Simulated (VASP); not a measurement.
Write the native input for VASP 6.6.1 that does the following.

| Quantity | Value |
| --- | --- |
| Task | single point |
| Functional | PBE |
| Potentials or basis | VASP PAW PBE potentials, release 64 (Fe) |
| Cutoff | 520 eV |
| k mesh | 12 × 12 × 6 |
| Occupations | fermi-dirac, width 0.05 eV |
| Spin | collinear spin, ferromagnetic start |
| Starting moments | [4.0, 4.0] μB |
| Dipole correction | no |
| Further INCAR settings | ALGO = Normal; EDIFF = 1e-06; NBANDS = 19 |

The structure of Fe lies in POSCAR:

```
Fe
1.0
    0.0000000000      1.8195000000      1.8195000000
    1.8195000000      0.0000000000      1.8195000000
    3.6390000000      3.6390000000      0.0000000000
Fe
2
Direct
    0.0000000000      0.0000000000      0.0000000000
    0.0000000000      0.0000000000      0.5000000000
```

These files were run (other wordings do the same):

INCAR

```
ALGO     = Normal         # electronic algorithm
EDIFF    = 1E-6           # SCF threshold, eV
ENCUT    = 520            # plane-wave cutoff, eV
GGA      = PE             # functional
ISIF     = 2              # what is computed and relaxed
ISMEAR   = -1             # smearing method
ISPIN    = 2              # spin polarisation
LASPH    = True           # aspherical terms in the spheres
LCHARG   = False          # write CHGCAR
LMAXMIX  = 4              # l up to which the mixer works
LORBIT   = 11             # projections on sites
LREAL    = False          # projectors in reciprocal space
LWAVE    = False          # write WAVECAR
MAGMOM   = 4 4            # initial moments
NBANDS   = 19             # bands
NELM     = 150            # most SCF steps
PREC     = Accurate       # precision mode
SIGMA    = 0.05           # smearing width, eV
```

KPOINTS

```
k-points
0
Gamma
  12 12 6
```

Potentials or basis: VASP PAW PBE potentials, release 64 (Fe).

Command:

```sh
$ cat potpaw_PBE.64/Fe/POTCAR > POTCAR
$ mpirun -np 1 vasp_std > vasp.out
```

Results of the run:

The pressure is -0.9 GPa, the net moment is 5.13 μB per cell and the site moments are Fe +2.57 μB. The valence electrons inside the program's atomic spheres are Fe 7.15.

It took 36 s on 1 thread of Intel(R) Xeon(R) 6975P-C (Granite Rapids) (shared host), peak memory 0.2 GiB.
